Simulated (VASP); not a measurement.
ScAl3: single point with PBE

Crystal: ScAl3.

```
CELL_PARAMETERS angstrom
4.06037 0.00000 0.00000
0.00000 4.06037 0.00000
0.00000 0.00000 4.06037
ATOMIC_POSITIONS crystal
Sc 0.00000 0.00000 0.00000
Al 0.50000 0.50000 0.00000
Al 0.00000 0.50000 0.50000
Al 0.50000 0.00000 0.50000
```

* Program: VASP 6.6.1
* Task: single point
* Functional: PBE
* Potentials or basis: VASP PAW PBE potentials, release 64 (Sc_sv, Al)
* Cutoff: 520 eV
* k mesh: 7 × 7 × 7
* Occupations: fermi-dirac, width 0.05 eV
* Spin: no spin polarisation
* Dipole correction: no
* Further INCAR settings: ALGO = Normal; EDIFF = 1e-07; NBANDS = 18

- Pressure: 3.1 GPa
- Band gap on the k mesh: zero (band 10 reaches 8.47 eV, above the bottom of band 11 at 4.76 eV)

Levels at points of the mesh, in eV from the Fermi level:
```tsv
k point	band 6	band 7	band 8	band 9	band 10	band 11	band 12	band 13	band 14	band 15
(0.00, 0.00, 0.00)	-2.55	-2.55	-1.73	-1.73	-1.73	1.36	1.40	1.40	1.40	5.03
```

It took 20 s on 1 thread of Intel(R) Xeon(R) Platinum 8488C (Sapphire Rapids) (shared host), peak memory 0.17 GiB.
